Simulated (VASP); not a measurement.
Runs of VASP 6.6.1 on CuO. The structure is that of space group Cccm (No. 66), or close to it. The cells are those of the table. 

| task | level | potentials or basis | U | cell | k mesh | cutoff (eV) | gap on the mesh (eV) | pressure (GPa) | relaxed volume (Å³/atom) |
| --- | --- | --- | --- | --- | --- | --- | --- | --- | --- |
| single point | PBEsol+U | VASP PAW PBE potentials, release 64 (Cu, O) | Cu d U = 5.3 eV | a = 2.933, b = 2.933, c = 5.156 Å, angles 90.0, 90.0, 94.5°, 4 atoms | 9 × 9 × 5 | 520 | none | -8.4 | - |
| relaxation of cell and atoms | LDA | VASP PAW LDA potentials, release 64 (Cu_sv_GW, O) | - | relaxed from a = 2.933, b = 2.933, c = 5.156 Å, angles 90.0, 90.0, 94.5°, 4 atoms | 9 × 9 × 5 | 820 | none | 0.0 | 10.28 |
| single point | PBEsol | VASP PAW PBE potentials, release 64 (Cu_sv_GW, O_h) | - | a = 2.904, b = 2.904, c = 5.156 Å, angles 90.0, 90.0, 94.5°, 4 atoms | 8 × 8 × 5 | 1340 | none | -3.8 | - |
| single point | PBE | VASP PAW PBE potentials, release 64 (Cu, O) | - | a = 2.933, b = 2.933, c = 5.156 Å, angles 90.0, 90.0, 94.5°, 4 atoms | 5 × 5 × 3 | 520 | none | 1.9 | - |
| single point | r2SCAN+U | VASP PAW PBE potentials, release 64 (Cu, O) | Cu d U = 4.5 eV | a = 2.933, b = 2.933, c = 5.156 Å, angles 90.0, 90.0, 94.5°, 4 atoms | 9 × 9 × 5 | 520 | none | (a) | - |
| single point | PBEsol | VASP PAW PBE potentials, release 64 (Cu_sv_GW, O) | - | a = 2.952, b = 2.952, c = 5.190 Å, angles 90.0, 90.0, 94.5°, 4 atoms | 9 × 9 × 5 | 820 | none | -9.6 | - |
| relaxation of cell and atoms | BLYP+D3(BJ) | VASP PAW PBE potentials, release 64 (Cu, O) | - | relaxed from a = 2.933, b = 2.933, c = 5.156 Å, angles 90.0, 90.0, 94.5°, 4 atoms | 9 × 9 × 5 | 600 | none | 0.0 | 11.03 |
| single point | PBEsol | VASP PAW PBE potentials, release 64 (Cu_sv_GW, O) | - | a = 2.893, b = 2.893, c = 5.086 Å, angles 90.0, 90.0, 94.5°, 4 atoms | 9 × 9 × 5 | 820 | none | (b) | - |

Alike in all rows: no spin polarisation; smearing fermi-dirac 0.05 eV.

Q: Fill in the values left out.

A: (a) -6.3; (b) -0.3.

Caveats: some runs use coarse meshes; the PAW data sets were made with another functional, which shifts forces and pressure a little (at least some runs); semilocal functionals often make such compounds metallic where correlation or magnetic order opens a gap, which also shifts bond lengths (at least some runs); the cell stands under tension (at least some runs); U without spin polarisation on a metal has little footing (at least some runs).

A gap of «none» marks levels without a gap at the run's occupations.

The runs don't all hold the same shells in valence.
